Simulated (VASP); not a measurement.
# BeSb (P4mm) in VASP: further runs, part 2 of 2

VASP 6.6.1.

## (5) Relaxation of cell and atoms, PBE

This run uses another cell than the first one, of 18.70 Å³/atom.

File INCAR:

```
SYSTEM = BeSb
PREC = Accurate
ENCUT = 600
EDIFF = 1E-7
ISMEAR = 0
SIGMA = 0.1
LREAL = .False.
LASPH = .True.
NELM = 60
ALGO = Normal
ISIF = 3
LWAVE = .False.
LCHARG = .False.
GGA = PE
IBRION = 2
NSW = 100
EDIFFG = -0.01
```

File KPOINTS:

```
Automatic mesh
0
Gamma
  16 16 16
  0 0 0
```

File POSCAR:

```
BeSb
1.0
    3.3799207286      0.0000000000      0.0000000000
    0.0000000000      3.3799207286      0.0000000000
    0.0000000000      0.0000000000      3.2744144785
Be Sb
1 1
Direct
    0.5000000000      0.5000000000      0.5502101311
    0.0000000000      0.0000000000      0.9497898689
```

Potentials or basis: VASP PAW PBE potentials, release 64 (Be, Sb).

Launch:

```
> cat potpaw_PBE.64/Be/POTCAR potpaw_PBE.64/Sb/POTCAR > POTCAR
> mpirun -np 1 vasp_std > vasp.out
```

OUTCAR:

```text
SYSTEM = BeSb
   PREC = Accurate
   ENCUT = 600
   EDIFF = 1E-7
   ISMEAR = 0
   LREAL = .False.
   LASPH = .True.
   NELM = 60
   ISIF = 3
   GGA = PE
   IBRION = 2
   NSW = 100
   EDIFFG = -0.01

 ion  position               nearest neighbor table
   1  0.500  0.500  0.550-   2 2.72   2 2.72   2 2.72   2 2.72
   2  0.000  0.000  0.950-   1 2.72   1 2.72   1 2.72   1 2.72

  LATTYP: Found a simple tetragonal cell.
 ALAT       =     3.3799207286
 C/A-ratio  =     0.9687844010

  Lattice vectors:

 A1 = (   3.3799207286,   0.0000000000,   0.0000000000)
 A2 = (   0.0000000000,   3.3799207286,   0.0000000000)
 A3 = (   0.0000000000,   0.0000000000,   3.2744144785)

Analysis of symmetry for initial positions (statically):
=====================================================================
 Subroutine PRICEL returns:
 Original cell was already a primitive cell.

 Routine SETGRP: Setting up the symmetry group for a
 simple tetragonal supercell.

 Subroutine GETGRP returns: Found  8 space group operations
 (whereof  8 operations were pure point group operations)
 out of a pool of 16 trial point group operations.

The static configuration has the point symmetry C_4v.

Analysis of symmetry for dynamics (positions and initial velocities):
=====================================================================
 Subroutine PRICEL returns:
 Original cell was already a primitive cell.

[... 264 lines left out ...]

 val. band max:        7.6043781861   @ k =   0.3125   0.0000   0.0625
 cond. band min:       7.6057596396   @ k =   0.2500   0.0625   0.2500
 fundamental gap:      0.0013814534
 Fermi energy:         7.6050181313

 k-point     1 :       0.0000    0.0000    0.0000
  band No.  band energies     occupation
      1      -5.0046      2.00000
      2       6.3549      2.00000
      3       6.3549      2.00000
      4       8.5212      0.00000
      5      10.7337      0.00000
      6      11.4303      0.00000
      7      13.5995      0.00000
[... 221 lines left out ...]
 k-point    24 :       0.5000    0.1250    0.0000
  band No.  band energies     occupation
      1      -3.3026      2.00000
      2       0.5984      2.00000
      3       6.9524      2.00000
      4       8.9911      0.00000
      5      12.4635      0.00000
      6      13.5944      0.00000
      7      13.7169      0.00000

 [... further k-points ...]

[... ionic steps 4 to 22 ...]

--------------------------------------- Ionic step       23  -------------------------------------------

 number of electron       7.0000000 magnetization

------------------------ aborting loop because EDIFF is reached ----------------------------------------
[... 67 lines left out ...]
--------------------------------------- Ionic step       25  -------------------------------------------

 number of electron       7.0000000 magnetization

 Free energy of the ion-electron system (eV)
  ---------------------------------------------------
  ext. energy  EPLUGINS =         0.00000000
  ---------------------------------------------------
  free energy    TOTEN  =        -6.69639918 eV

  energy without entropy =       -6.69129462  energy(sigma->0) =       -6.69384690

 E-fermi :   6.4695     XC(G=0):  -9.6758

 val. band max:        6.4668765796   @ k =   0.2500   0.0625   0.3125
 cond. band min:       6.4697587184   @ k =   0.3125   0.0625   0.2500
 fundamental gap:      0.0028821388
 Fermi energy:         6.4694911941

 k-point     1 :       0.0000    0.0000    0.0000
  band No.  band energies     occupation
      1      -5.5077      2.00000
      2       4.9849      2.00000
      3       4.9849      2.00000
      4       7.1322      0.00000
      5      10.1051      0.00000
      6      10.4482      0.00000
      7      14.4105      0.00000
[... 259 lines left out ...]
  FREE ENERGIE OF THE ION-ELECTRON SYSTEM (eV)
  ---------------------------------------------------
  free  energy   TOTEN  =        -6.6963991776 eV

  energy  without entropy=       -6.6912946157  energy(sigma->0) =       -6.69384690

 reached required accuracy - stopping structural energy minimisation
```

OSZICAR:

```text
N       E                     dE             d eps       ncg     rms          rms(c)
DAV:   1     0.135064169081E+02    0.13506E+02   -0.26234E+03  5670   0.792E+02
DAV:   2    -0.610031486448E+01   -0.19607E+02   -0.18996E+02  8407   0.102E+02
DAV:   3    -0.648988279882E+01   -0.38957E+00   -0.38066E+00  7259   0.156E+01
DAV:   4    -0.649313813042E+01   -0.32553E-02   -0.32536E-02  9275   0.151E+00
[... 219 lines left out ...]
DAV:   1    -0.669643431219E+01   -0.61586E-04   -0.19081E-03  6797   0.274E-01    0.239E-02
DAV:   2    -0.669640790567E+01    0.26407E-04   -0.84996E-05  7371   0.717E-02    0.125E-02
DAV:   3    -0.669639915499E+01    0.87507E-05   -0.32638E-05  7035   0.303E-02    0.268E-03
DAV:   4    -0.669639917605E+01   -0.21054E-07   -0.23489E-06  6860   0.106E-02    0.959E-04
DAV:   5    -0.669639917757E+01   -0.15216E-08   -0.13142E-07  5369   0.246E-03
  25 F= -.66963992E+01 E0= -.66938469E+01  d E =-.589610E-03
```

CONTCAR:

```text
BeSb
   1.00000000000000
     3.6671766821066250    0.0000000000000000    0.0000000000000000
     0.0000000000000000    3.6671766821066250   -0.0000000000000001
     0.0000000000000000    0.0000000000000001    3.0104287279285313
  Be              Sb
     1     1
Direct
     0.5000000000000000    0.5000000000000000    0.7491133533311330
     0.0000000000000000    0.0000000000000000    0.7508866466688670

  0.00000000E+00  0.00000000E+00  0.00000000E+00
  0.00000000E+00  0.00000000E+00  0.00000000E+00
```

Run time: 18 min. Hardware: 1 thread of Intel Xeon Platinum 8559C (Emerald Rapids), shared host; peak memory 0.31 GiB.

Results:

| Item | Value |
| --- | --- |
| Free energy | -6.6964 eV |
| Relaxed volume | 20.24 Å³/atom |
| Relaxed cell | a = 3.667 Å, b = 3.667 Å, c = 3.010 Å, α = 90.00°, β = 90.00°, γ = 90.00° |
| Space group after relaxing (to 0.1 Å) | P4/mmm (No. 123) |
| Energy gained by relaxing | 120.3 meV/atom |
| Ionic steps | 25 |
| Pressure after relaxing | 0.0 GPa |
| Band gap on the k mesh | zero (an odd number of electrons rules out a gap without spin polarisation) |

Step by step:
```tsv
step	energy change (eV)	largest force (eV/Å)	pressure (GPa)	volume (Å³)
1	0.0000	0.0118	-0.19	37.41
2	-0.0116	0.0525	-0.04	37.28
3	-0.0398	0.1672	0.62	36.84
4	0.0604	0.2740	5.02	35.66
5	-0.0474	0.1977	1.01	36.64
6	-0.0475	0.2050	1.26	36.56
7	-0.0510	0.2516	-0.01	37.35
8	-0.0514	0.2413	0.28	37.15
9	-0.0613	0.2493	-0.42	37.58
10	-0.0752	0.2606	-2.03	38.81
11	-0.0802	0.2547	-1.84	38.76
12	-0.0937	0.2319	-1.24	38.61
13	-0.1134	0.1709	0.12	38.31
14	-0.1147	0.0164	3.41	37.71
15	-0.1211	0.0935	1.73	38.00
16	-0.1299	0.0883	1.79	38.10
17	-0.1552	0.0841	1.92	38.41
18	-0.2010	0.0778	1.87	39.01
19	-0.2355	0.0161	0.10	40.17
20	-0.2379	0.0251	0.75	39.87
21	-0.2383	0.0148	0.58	39.95
22	-0.2399	0.0084	0.02	40.36
23	-0.2401	0.0048	-0.25	40.56
24	-0.2407	0.0025	-0.07	40.50
25	-0.2407	0.0019	-0.02	40.48
```

Final structure:
```
Be Sb
1.0
     3.66718    0.00000    0.00000
     0.00000    3.66718    0.00000
     0.00000    0.00000    3.01043
Be Sb
1 1
Direct
  0.50000 0.50000 0.74911
  0.00000 0.00000 0.75089
```

Levels at points of the mesh, in eV from the Fermi level:
| k point | band 1 | band 2 | band 3 | band 4 | band 5 | band 6 | band 7 |
| --- | --- | --- | --- | --- | --- | --- | --- |
| (0.00, 0.00, 0.00) | -11.98 | -1.48 | -1.48 | 0.66 | 3.64 | 3.98 | 7.94 |
| (0.50, 0.00, 0.00) | -10.71 | -6.60 | 0.82 | 2.47 | 3.25 | 4.80 | 5.75 |
| (0.50, 0.50, 0.00) | -9.35 | -5.14 | -5.14 | -2.55 | 6.77 | 7.46 | 10.65 |
| (0.00, 0.00, 0.50) | -9.17 | -5.57 | 0.37 | 0.37 | 2.72 | 4.74 | 7.63 |
| (0.50, 0.00, 0.50) | -7.92 | -4.08 | -4.04 | -1.02 | 2.99 | 4.00 | 5.95 |
| (0.50, 0.50, 0.50) | -6.29 | -3.10 | -3.10 | -3.08 | 0.46 | 0.62 | 3.27 |

Caveat: spin-orbit coupling is left out, which moves the levels of the heavy elements.

## (6) Overview

| task | cell | k mesh | cutoff (eV) | gap on the mesh (eV) | pressure (GPa) | relaxed volume (Å³/atom) | largest force (eV/Å) |
| --- | --- | --- | --- | --- | --- | --- | --- |
| single point | a = 3.220, b = 3.220, c = 3.339 Å, 2 atoms, atomic positions A | 6 × 6 × 6 | 520 | none | 7.6 | - | 0.38 |
| single point | a = 3.380, b = 3.380, c = 3.274 Å, 2 atoms, atomic positions B | 6 × 6 × 6 | 520 | none | 0.2 | - | 0.01 |
| relaxation of cell and atoms | relaxed from a = 3.220, b = 3.220, c = 3.339 Å, 2 atoms, atomic positions A | 6 × 6 × 6 | 600 | none | 0.0 | 18.80 | 0.02 |
| relaxation of cell and atoms | relaxed from a = 3.380, b = 3.380, c = 3.274 Å, 2 atoms, atomic positions B | 16 × 16 × 16 | 600 | none | 0.0 | 20.24 | - |

Alike in all rows: level PBE; potentials or basis VASP PAW PBE potentials, release 64 (Be, Sb); no spin polarisation; smearing gaussian 0.1 eV.

Caveats: spin-orbit coupling is left out, which moves the levels of the heavy elements; the cell stands under pressure (at least some runs).

Absolute energies hang on the potentials; compare differences alone.
